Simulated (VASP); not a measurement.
Set up this calculation in VASP 6.6.1, as the native input.

```yaml
Task: single point
Functional: PBE
Potentials_or_basis: VASP PAW PBE potentials, release 64 (W_sv, S)
Cutoff: 520 eV
k_mesh: 1 × 1 × 1
Occupations: gaussian, width 0.01 eV
Spin: no spin polarisation
Dipole_correction: no
Further_INCAR_settings: LREAL = Auto; ALGO = Normal; EDIFF = 1e-06; NBANDS = 238
```

The structure of WS2 lies in POSCAR:

```
WS2
1.0
   -6.3754948460      3.6808936656      7.4744429926
    0.0000000000     -7.3617873312      7.4744429926
    6.3754948460      3.6808936656      7.4744429926
W S
16 32
Direct
    0.2506774473      0.7506774473      0.0006774473
    0.5006774473      0.5006774473      0.0006774473
    0.7506774473      0.2506774473      0.0006774473
    0.0006774473      0.7506774473      0.2506774473
    0.0006774473      0.0006774473      0.0006774473
    0.2506774473      0.5006774473      0.2506774473
    0.5006774473      0.2506774473      0.2506774473
    0.7506774473      0.7506774473      0.5006774473
    0.7506774473      0.0006774473      0.2506774473
    0.0006774473      0.5006774473      0.5006774473
    0.2506774473      0.2506774473      0.5006774473
    0.5006774473      0.7506774473      0.7506774473
    0.5006774473      0.0006774473      0.5006774473
    0.7506774473      0.5006774473      0.7506774473
    0.0006774473      0.2506774473      0.7506774473
    0.2506774473      0.0006774473      0.7506774473
    0.6540743331      0.1540743331      0.4040743331
    0.9040743331      0.9040743331      0.4040743331
    0.1540743331      0.6540743331      0.4040743331
    0.4040743331      0.1540743331      0.6540743331
    0.4040743331      0.4040743331      0.4040743331
    0.6540743331      0.9040743331      0.6540743331
    0.9040743331      0.6540743331      0.6540743331
    0.1540743331      0.1540743331      0.9040743331
    0.1540743331      0.4040743331      0.6540743331
    0.4040743331      0.9040743331      0.9040743331
    0.6540743331      0.6540743331      0.9040743331
    0.9040743331      0.1540743331      0.1540743331
    0.9040743331      0.4040743331      0.9040743331
    0.1540743331      0.9040743331      0.1540743331
    0.4040743331      0.6540743331      0.1540743331
    0.6540743331      0.4040743331      0.1540743331
    0.5139482196      0.0139482196      0.2639482196
    0.7639482196      0.7639482196      0.2639482196
    0.0139482196      0.5139482196      0.2639482196
    0.2639482196      0.0139482196      0.5139482196
    0.2639482196      0.2639482196      0.2639482196
    0.5139482196      0.7639482196      0.5139482196
    0.7639482196      0.5139482196      0.5139482196
    0.0139482196      0.0139482196      0.7639482196
    0.0139482196      0.2639482196      0.5139482196
    0.2639482196      0.7639482196      0.7639482196
    0.5139482196      0.5139482196      0.7639482196
    0.7639482196      0.0139482196      0.0139482196
    0.7639482196      0.2639482196      0.7639482196
    0.0139482196      0.7639482196      0.0139482196
    0.2639482196      0.5139482196      0.0139482196
    0.5139482196      0.2639482196      0.0139482196
```

One way to write it, as run:

INCAR

```
SYSTEM = WS2
ALGO = Normal ; EDIFF = 1E-6
ENCUT = 520 ; GGA = PE
ISIF = 2 ; ISMEAR = 0
LASPH = .TRUE. ; LCHARG = .FALSE.
LREAL = Auto ; LWAVE = .FALSE.
NBANDS = 238 ; NELM = 60
PREC = Accurate ; SIGMA = 0.01
```

KPOINTS

```
k-points
0
G
  1 1 1
  0 0 0
```

Potentials or basis: VASP PAW PBE potentials, release 64 (W_sv, S).

Launch:

```sh
$ cat potpaw_PBE.64/W_sv/POTCAR potpaw_PBE.64/S/POTCAR > POTCAR
$ mpirun -np 1 vasp_gam > vasp.out
```

It gave:

The pressure is -0.4 GPa and the largest force is 0.075 eV/Å. The band gap on the k mesh is 2.57 eV.

Caveat: the k points lie up to 0.63 Å⁻¹ apart; spin-orbit coupling is left out, which moves the levels of the heavy elements; an odd mesh through Γ misses points on the zone boundary, where band edges can lie.

It took 6.2 min on 1 thread of AMD EPYC 7R13 Processor (Zen 3), with other jobs on the host, peak memory 0.91 GiB.
